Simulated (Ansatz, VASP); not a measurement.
## Ga2P: VASP beside Ansatz

```
CELL_PARAMETERS angstrom
3.65170 0.00000 0.00000
0.00000 3.65170 0.00000
0.00000 0.00000 8.45699
ATOMIC_POSITIONS crystal
Ga 0.00000 0.50000 0.95699
Ga 0.50000 0.00000 0.04301
Ga 0.00000 0.50000 0.35945
Ga 0.50000 0.00000 0.64055
P 0.00000 0.50000 0.66950
P 0.50000 0.00000 0.33050
```

Change from the starting cell: the structure that the rattled Cu2Sb type (P4/nmm, No. 129) fell into.

Alike in both runs: task relaxation of cell and atoms; functional PBE; k mesh 10 × 10 × 6; occupations gaussian, width 0.1 eV; no spin polarisation.

```csv
,VASP,Ansatz
version,VASP 6.6.1,Ansatz 0.2.0
potentials or method,"VASP PAW PBE potentials, release 64 (Ga_d, P), cutoff 500 eV","scalar-relativistic, plane waves, PAW"
valence electrons in the cell,62,62
```

|  | VASP | Ansatz | Ansatz less VASP |
| --- | --- | --- | --- |
| gap on the k mesh at the Fermi level, each at its own relaxed structure (eV) | none | none | - |
| relaxed volume (Å³/atom) | 18.54 | 18.51 | -0.031 |
| relaxed length of the cell vector where the two differ most in proportion (Å) | 8.331 | 8.322 | -0.0096 |

A gap of «none» marks a metal or a gap that the smearing closes.
